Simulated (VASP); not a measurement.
A run of VASP 6.6.1:

Contents of INCAR:

```
SYSTEM = CdSe
PREC = Accurate
ENCUT = 520
EDIFF = 1E-7
ISMEAR = -1
SIGMA = 0.03
LREAL = .FALSE.
LASPH = .TRUE.
NELM = 100
ALGO = Normal
ISIF = 2
LWAVE = .FALSE.
LCHARG = .TRUE.
GGA = PE
LELF = .TRUE.
LVHAR = .TRUE.
NBANDS = 16
```

The input KPOINTS:

```
regular mesh
0
G
  8 8 8
  0 0 0
```

Contents of POSCAR:

```
CdSe
1.0
    0.0000000000      3.0088657746      3.0702711986
    3.0088657746      0.0000000000      3.0702711986
    3.0088657746      3.0088657746      0.0000000000
Cd Se
1 1
Direct
    0.0000000000      0.0000000000      0.0000000000
    0.2500000000      0.2500000000      0.2500000000
```

Potentials or basis: VASP PAW PBE potentials, release 64 (Cd, Se).

Command:

```sh
$ cat potpaw_PBE.64/Cd/POTCAR potpaw_PBE.64/Se/POTCAR > POTCAR
$ mpirun -np 1 vasp_std > vasp.out
```

Hardware: 1 thread of Intel Xeon 8259CL, on a shared host.

Task: Estimate the wall time of this run.

Result: It took 47 s on 1 thread of Intel Xeon 8259CL, on a shared host, peak memory 0.21 GiB. Counts: scf iterations 14, k points 59.
